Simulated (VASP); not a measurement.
Here is a VASP 6.6.1 calculation.

Contents of INCAR:

```
PREC = Accurate
ENCUT = 520
EDIFF = 1E-7
ISMEAR = 0
SIGMA = 0.1
LREAL = F
LASPH = T
NELM = 60
ALGO = Normal
ISIF = 2
LWAVE = F
LCHARG = F
LDIPOL = T
IDIPOL = 3
DIPOL = 0.5 0.5 0.323
GGA = CA
NBANDS = 44
```

KPOINTS

```
regular mesh
0
Gamma
  6 6 1
```

File POSCAR:

```
Ta3H
1.0
    4.6002247492      0.0000000000      0.0000000000
   -2.3001123746      3.9839114959      0.0000000000
    0.0000000000      0.0000000000     22.4017722044
Ta H
6 2
Direct
    0.6666666667      0.3333333333      0.1785573018
    0.3333333333      0.6666666667      0.2204743848
    0.0000000000      0.0000000000      0.2623914678
    0.6666666667      0.3333333333      0.3016814391
    0.3333333333      0.6666666667      0.3385386112
    0.0000000000      0.0000000000      0.3750494438
    0.1708412725      0.6666666667      0.4522754768
    0.4958253942      0.6666666667      0.4522754768
```

Potentials or basis: VASP PAW LDA potentials, release 64 (Ta_pv, H).

The run is started by

```bash
$ cat potpaw_LDA.64/Ta_pv/POTCAR potpaw_LDA.64/H/POTCAR > POTCAR
$ mpirun -np 1 vasp_std > vasp.out
```

**Question.** What does it give for the largest force?

**Answer.** 2.068 eV/Å.

**Question.** Estimate the band gap on the k mesh.

**Answer.** Zero (bands 34 and 35 overlap by 0.13 eV).

Forces on the atoms (eV/Å):
```
Ta   0.000  0.074  1.977
Ta   0.000  0.025 -0.786
Ta   0.000  0.011 -2.068
Ta   0.000 -0.088 -0.038
Ta   0.000  0.221  2.050
Ta   0.000 -0.633  1.312
H    1.035  0.195 -1.223
H   -1.035  0.195 -1.223
```

Caveat: spin-orbit coupling is left out, which moves the levels of the heavy elements.
